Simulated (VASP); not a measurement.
# BaTiO3 (P4mm) in VASP: single point with PBE

Aim: the single point of BaTiO3 with PBE.

Everything below comes from runs of VASP 6.6.1. Logs are shortened: lines on timing, memory, paths and dates and some standing lists are left out, and cuts for length are marked.

### Step 1. The cell of the first run

The structure is tetragonal, space group P4mm (No. 99). The conventional cell has a = 3.984 Å, b = 3.984 Å, c = 4.208 Å, α = 90.00°, β = 90.00°, γ = 90.00°. Ba (site symmetry 4mm) has 12 O at 2.80 to 3.00 Å and 8 Ti at 3.47 to 3.56 Å within 3.7 Å. Within 2.4 Å of Ti (site symmetry 4mm) lie 6 O at 1.81 to 2.40 Å. Within 2.4 Å of O (site symmetry 4mm) lie 2 Ti at 1.81 to 2.40 Å. O (site symmetry 2mm) has 2 Ti at 2.00 Å and 4 Ba at 2.80 to 3.00 Å and 8 O at 2.82 to 2.96 Å within 3.0 Å.

### Step 2. Single point, PBE

File INCAR:

```
  ALGO = Normal
  EDIFF = 1E-6
  ENCUT = 1340
  GGA = PE
  GGA_COMPAT = False
  ISIF = 2
  ISMEAR = 0
  LASPH = True
  LCHARG = False
  LREAL = False
  LWAVE = False
  NBANDS = 28
  NELM = 120
  PREC = Accurate
  SIGMA = 0.02
```

File KPOINTS:

```
k-points
0
Gamma
  8 8 6
```

File POSCAR:

```
BaTiO3
1.0
    3.9840634530      0.0000000000      0.0000000000
    0.0000000000      3.9840634530      0.0000000000
    0.0000000000      0.0000000000      4.2080721300
Ba Ti O
1 1 3
Direct
    0.0000000000      0.0000000000     -0.0141317666
    0.5000000000      0.5000000000      0.4686068888
    0.5000000000      0.5000000000      0.0384482129
    0.5000000000      0.0000000000      0.5175383325
    0.0000000000      0.5000000000      0.5175383325
```

Potentials or basis: VASP PAW PBE potentials, release 64 (Ba_sv, Ti_sv, O_h).

Command:

```console
> cat potpaw_PBE.64/Ba_sv/POTCAR potpaw_PBE.64/Ti_sv/POTCAR potpaw_PBE.64/O_h/POTCAR > POTCAR
> mpirun -np 1 vasp_std > vasp.out
```

OUTCAR:

```text
EDIFF = 1E-6
   ENCUT = 1340
   GGA = PE
   ISIF = 2
   ISMEAR = 0
   LASPH = True
   LREAL = False
   NELM = 120
   PREC = Accurate

 ion  position               nearest neighbor table
   1  0.000  0.000  0.986-   4 2.80   5 2.80   5 2.80   4 2.80   3 2.83   3 2.83   3 2.83   3 2.83
                             4 3.00   5 3.00   5 3.00   4 3.00   2 3.47   2 3.47   2 3.47   2 3.47
   2  0.500  0.500  0.469-   3 1.81   4 2.00   5 2.00   4 2.00   5 2.00   1 3.47   1 3.47   1 3.47
                             1 3.47   1 3.56   1 3.56   1 3.56   1 3.56
   3  0.500  0.500  0.038-   2 1.81   1 2.83   1 2.83   1 2.83   1 2.83
   4  0.500  0.000  0.518-   2 2.00   2 2.00   1 2.80   1 2.80   1 3.00   1 3.00
   5  0.000  0.500  0.518-   2 2.00   2 2.00   1 2.80   1 2.80   1 3.00   1 3.00

  LATTYP: Found a simple tetragonal cell.
 ALAT       =     3.9840634530
 C/A-ratio  =     1.0562261820

  Lattice vectors:

 A1 = (   3.9840634530,   0.0000000000,   0.0000000000)
 A2 = (   0.0000000000,   3.9840634530,   0.0000000000)
 A3 = (   0.0000000000,   0.0000000000,   4.2080721300)

Analysis of symmetry for initial positions (statically):
=====================================================================
 Subroutine PRICEL returns:
 Original cell was already a primitive cell.

 Routine SETGRP: Setting up the symmetry group for a
 simple tetragonal supercell.

 Subroutine GETGRP returns: Found  8 space group operations
 (whereof  8 operations were pure point group operations)
 out of a pool of 16 trial point group operations.

The static configuration has the point symmetry C_4v.

Analysis of symmetry for dynamics (positions and initial velocities):
=====================================================================
 Subroutine PRICEL returns:
 Original cell was already a primitive cell.

 Routine SETGRP: Setting up the symmetry group for a
 simple tetragonal supercell.

 Subroutine GETGRP returns: Found  8 space group operations
 (whereof  8 operations were pure point group operations)
 out of a pool of 16 trial point group operations.

The dynamic configuration has the point symmetry C_4v.

 Subroutine INISYM returns: Found  8 space group operations
 (whereof  8 operations are pure point group operations),
 and found     1 'primitive' translations

----------------------------------------------------------------------------------------

                                     Primitive cell

  volume of cell :      66.7937

  direct lattice vectors                    reciprocal lattice vectors
     3.984063453  0.000000000  0.000000000     0.251000018  0.000000000  0.000000000
     0.000000000  3.984063453  0.000000000     0.000000000  0.251000018  0.000000000
     0.000000000  0.000000000  4.208072130     0.000000000  0.000000000  0.237638512

  length of vectors
     3.984063453  3.984063453  4.208072130     0.251000018  0.251000018  0.237638512

  position of ions in fractional coordinates (direct lattice)
     0.000000000  0.000000000  0.985868233
     0.500000000  0.500000000  0.468606889
     0.500000000  0.500000000  0.038448213
     0.500000000  0.000000000  0.517538333
     0.000000000  0.500000000  0.517538333

  ion indices of the primitive-cell ions
   primitive index   ion index
                 1           1
                 2           2
                 3           3
                 4           4
                 5           5

----------------------------------------------------------------------------------------

 KPOINTS: k-points

Automatic generation of k-mesh.
 Grid dimensions read from file:
 generate k-points for:    8    8    6

 Generating k-lattice:

  Cartesian coordinates                     Fractional coordinates (reciprocal lattice)
     0.031375002  0.000000000  0.000000000     0.125000000  0.000000000  0.000000000
     0.000000000  0.031375002  0.000000000     0.000000000  0.125000000  0.000000000
     0.000000000  0.000000000  0.039606419     0.000000000  0.000000000  0.166666667

  Length of vectors
     0.031375002  0.031375002  0.039606419

  Shift w.r.t. Gamma in fractional coordinates (k-lattice)
     0.000000000  0.000000000  0.000000000

 Subroutine IBZKPT returns following result:
 ===========================================

 Found     60 irreducible k-points:

 Following reciprocal coordinates:
            Coordinates               Weight
  0.000000  0.000000  0.000000      1.000000
  0.125000  0.000000  0.000000      4.000000
  0.250000  0.000000  0.000000      4.000000
  0.375000  0.000000  0.000000      4.000000
  0.500000  0.000000  0.000000      2.000000
  0.125000  0.125000  0.000000      4.000000
[... 16 lines left out ...]
  0.375000  0.125000  0.166667     16.000000
  0.500000  0.125000  0.166667      8.000000
 [... further k-points ...]
   k-points           NKPTS =     60   k-points in BZ     NKDIM =     60   number of bands    NBANDS=     28
   number of dos      NEDOS =    301   number of ions     NIONS =      5
   total plane-waves  NPLWV = 115200
   dimension x,y,z NGX =    48 NGY =   48 NGZ =   50
   dimension x,y,z NGXF=    96 NGYF=   96 NGZF=  100
   ions per type =               1   1   3
   NGX,Y,Z   is equivalent  to a cutoff of  20.03, 20.03, 19.75 a.u.
   NGXF,Y,Z  is equivalent  to a cutoff of  40.06, 40.06, 39.51 a.u.
 SYSTEM =  unknown system
   PREC   = accura    normal or accurate (medium, high low for compatibility)
   ISTART =      0    job   : 0-new  1-cont  2-samecut
   ICHARG =      2    charge: 1-file 2-atom 10-const
   ISPIN  =      1    spin polarized calculation?
   LNONCOLLINEAR =      F non collinear calculations
   LSORBIT =      F    spin-orbit coupling
   LASPH  =      T    aspherical Exc in radial PAW
   ENCUT  = 1340.0 eV  98.49 Ry    9.92 a.u.  11.89 11.89 12.56*2*pi/ulx,y,z
   NELM   =    120;   NELMIN=  2; NELMDL= -5     # of ELM steps
   EDIFF  = 0.1E-05   stopping-criterion for ELM
   LREAL  =      F    real-space projection
[... 7 lines left out ...]
   TEBEG  =    0.0;   TEEND  =   0.0 temperature during run
   PSTRESS=    0.0 pullay stress
   NELECT =      40.0000    total number of electrons
   NUPDOWN=      -1.0000    fix difference up-down
   EMIN   =  10.00;   EMAX   =-10.00  energy-range for DOS
   EFERMI =   0.00;   METHOD = LEGACY
   ISMEAR =     0;   SIGMA  =   0.02  broadening in eV -4-tet -1-fermi 0-gaus
   EFERMI_NEDOS =   21; number of points for ismear=-14 and -15
   IALGO  =     38    algorithm
   IMIX   =      4    mixing-type and parameters
     AMIX     =   0.40;   BMIX     =  1.00
     AMIX_MAG =   1.60;   BMIX_MAG =  1.00
  volume/ion in A,a.u.               =      13.36        90.15
  Fermi-wavevector in a.u.,A,eV,Ry     =   1.379906  2.607645 25.907417  1.904141
  Thomas-Fermi vector in A             =   2.504833
   LORBIT       =      0    0 simple, 1 ext, 2 COOP (PROOUT), +10 PAW based schemes
   GGA     = PE    functional components
   LHFCALC =     F    Hartree Fock is set to
   AEXX    =    0.0000 exact exchange contribution
   IVDW    =     0    specifies the selected vdW correction
   LEPSILON=     F    determine dielectric tensor
   LRPA    =     F    only Hartree local field effects (RPA)
 non-spin polarized calculation
 Gauss-broadening in eV      SIGMA  =   0.02
  energy-cutoff  :     1340.00
  volume of cell :       66.79
 maximum number of plane-waves:      7496
 NGX is ok and might be reduce to    48
   NGX = 23   NGY = 23   NGZ = 25

 number of electron      40.0000001 magnetization

 Free energy of the ion-electron system (eV)
  ---------------------------------------------------
  ext. energy  EPLUGINS =         0.00000000
  ---------------------------------------------------
  free energy    TOTEN  =       -40.07064916 eV

  energy without entropy =      -40.07064916  energy(sigma->0) =      -40.07064916

 E-fermi :   4.1684     XC(G=0): -11.0211

 val. band max:        4.0872882212   @ k =   0.5000   0.5000   0.5000
 cond. band min:       5.8829906809   @ k =   0.0000   0.0000   0.0000
 fundamental gap:      1.7957024597
 Fermi energy:         4.1683945483

 k-point     1 :       0.0000    0.0000    0.0000
  band No.  band energies     occupation
      1     -52.5601      2.00000
      2     -28.8985      2.00000
      3     -28.7570      2.00000
      4     -28.7570      2.00000
      5     -21.1091      2.00000
      6     -12.9282      2.00000
[... 20 lines left out ...]
     27       9.1696      0.00000
     28      10.7328      0.00000

 k-point     2 :       0.1250    0.0000    0.0000
  band No.  band energies     occupation
      1     -52.5600      2.00000
      2     -28.8982      2.00000
      3     -28.7648      2.00000
      4     -28.7567      2.00000
      5     -21.0934      2.00000
      6     -12.9323      2.00000
[... 20 lines left out ...]
     27       9.4574      0.00000
     28      11.1085      0.00000

 k-point     3 :       0.2500    0.0000    0.0000
  band No.  band energies     occupation
      1     -52.5596      2.00000
      2     -28.8974      2.00000
      3     -28.7838      2.00000
      4     -28.7560      2.00000
      5     -21.0551      2.00000
      6     -12.9832      2.00000
[... 20 lines left out ...]
     27      10.1641      0.00000
     28      12.0170      0.00000

 k-point     4 :       0.3750    0.0000    0.0000
  band No.  band energies     occupation
      1     -52.5592      2.00000
      2     -28.8966      2.00000
      3     -28.8026      2.00000
      4     -28.7552      2.00000
      5     -21.0160      2.00000
      6     -13.0723      2.00000
[... 578 lines left out ...]
     27      10.6497      0.00000
     28      11.8191      0.00000

 k-point    23 :       0.3750    0.1250    0.1667
  band No.  band energies     occupation
      1     -52.5590      2.00000
      2     -28.9031      2.00000
      3     -28.8017      2.00000
      4     -28.7627      2.00000
      5     -20.9933      2.00000
      6     -12.9255      2.00000
[... 20 lines left out ...]
     27      11.4095      0.00000
     28      12.2129      0.00000

 k-point    24 :       0.5000    0.1250    0.1667
  band No.  band energies     occupation
      1     -52.5588      2.00000
      2     -28.9027      2.00000
      3     -28.8094      2.00000
      4     -28.7624      2.00000
      5     -20.9787      2.00000
      6     -12.9514      2.00000
[... 20 lines left out ...]
     27      11.7376      0.00000
     28      12.3771      0.00000

 [... further k-points ...]

------------------------ aborting loop because EDIFF is reached ----------------------------------------

  FORCE on cell =-STRESS in cart. coord.  units (eV):
  Direction    XX          YY          ZZ          XY          YZ          ZX
  --------------------------------------------------------------------------------------
  -------------------------------------------------------------------------------------
  Total        0.5942875      0.5942875      0.5492156      0.0000000     -0.0000000      0.0000000
  in kB       14.2551410     14.2551410     13.1740044      0.0000000     -0.0000000      0.0000000
  external PRESSURE =      13.8947622 kB  Pullay stress =       0.0000000 kB

 VOLUME and BASIS-vectors are now :
 -----------------------------------------------------------------------------
  energy-cutoff  :     1340.00
  volume of cell :       66.79
      direct lattice vectors                 reciprocal lattice vectors
     3.984063453  0.000000000  0.000000000     0.251000018  0.000000000  0.000000000
     0.000000000  3.984063453  0.000000000     0.000000000  0.251000018  0.000000000
     0.000000000  0.000000000  4.208072130     0.000000000  0.000000000  0.237638512

 POSITION                                       TOTAL-FORCE (eV/Angst)
 -----------------------------------------------------------------------------------
      0.00000      0.00000      4.14860         0.000000      0.000000      0.049411
      1.99203      1.99203      1.97193         0.000000      0.000000      0.052624
      1.99203      1.99203      0.16179         0.000000     -0.000000     -0.055722
      1.99203      0.00000      2.17784         0.000000      0.000000     -0.023156
      0.00000      1.99203      2.17784         0.000000      0.000000     -0.023156
 -----------------------------------------------------------------------------------
    total drift:                                0.000000     -0.000000     -0.000623

  FREE ENERGIE OF THE ION-ELECTRON SYSTEM (eV)
  ---------------------------------------------------
  free  energy   TOTEN  =       -40.0706491569 eV

  energy  without entropy=      -40.0706491569  energy(sigma->0) =      -40.07064916
```

Run time: 4.4 min. Hardware: 1 thread of Intel Xeon Platinum 8488C (Sapphire Rapids), shared host; peak memory 0.66 GiB.

What came out:

```
Free energy            : -40.0706 eV
Pressure               : 1.4 GPa
Largest force          : 0.056 eV/Å
Band gap on the k mesh : 1.80 eV (least direct gap 2.37 eV)
```

Forces in eV/Å, atoms in the order of the input:
```
Ba   0.000  0.000  0.049
Ti   0.000  0.000  0.053
O    0.000  0.000 -0.056
O    0.000  0.000 -0.023
O    0.000  0.000 -0.023
```

Stress tensor (GPa, compression positive):
```
1.43 0.00 0.00
0.00 1.43 0.00
0.00 0.00 1.32
```

Caveat: spin-orbit coupling is left out, which moves the levels of the heavy elements. A k mesh can miss the band edges.
